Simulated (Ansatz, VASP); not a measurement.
Two plane-wave programs on CdS

The input INCAR:

```
SYSTEM = CdS
ALGO = Normal
EDIFF = 1E-7
ENCUT = 520
GGA = PE
ISIF = 2
ISMEAR = 0
LASPH = .TRUE.
LCHARG = .TRUE.
LELF = .TRUE.
LREAL = .FALSE.
LVHAR = .TRUE.
LWAVE = .FALSE.
NBANDS = 16
NELM = 100
PREC = Accurate
SIGMA = 0.1
```

Contents of KPOINTS:

```
k-points
0
G
  8 8 8
  0 0 0
```

The input POSCAR:

```
CdS
1.0
    4.1245538500      0.0000000000      0.0000000000
    2.0622769250      3.5719684134      0.0000000000
    2.0622769250      1.1906561378      3.3676841164
Cd S
1 1
Direct
    0.0000000000      0.0000000000      0.0000000000
    0.7500000000      0.7500000000      0.7500000000
```

The input input.yaml:

```yaml
crystal:
  lattice:
    - [4.12455385, 0.0, 0.0]
    - [2.062276925, 3.5719684134, 0.0]
    - [2.062276925, 1.1906561378, 3.3676841164]
  atoms:
    - { symbol: Cd, position: [0.0, 0.0, 0.0] }
    - { symbol: S, position: [0.75, 0.75, 0.75] }
hamiltonian:
  xc: pbe
  pseudopotentials: { kind: paw }
kpoints:
  mp_grid: { grid: [8, 8, 8] }
scf:
  occupations: { method: gaussian, width: 0.1 }
output:
  forces: true
  stress: true
  eigenvalues: true
```

Alike in both runs: task single point; functional PBE; k mesh 8 × 8 × 8; occupations gaussian, width 0.1 eV; no spin polarisation.

|  | VASP | Ansatz |
| --- | --- | --- |
| version | VASP 6.6.1 | Ansatz 0.2.0 |
| potentials or method | VASP PAW PBE potentials, release 64 (Cd, S) | Ansatz PAW |
| plane-wave cutoff (eV) | 520 | 420 |
| valence electrons in the cell | 18 | 26 |

Ansatz gave:

- gap on the k mesh at the Fermi level (eV): 1.15
- least direct gap on the mesh (eV): 1.15
- pressure (GPa): 2.8

Q: Which values does VASP return?

A: gap on the k mesh at the Fermi level (eV): 1.15; least direct gap on the mesh (eV): 1.15; pressure (GPa): 3.2.

VASP's potentials hold 18 valence electrons a cell and Ansatz's 26, so a difference there can come from the potentials and not from the codes.
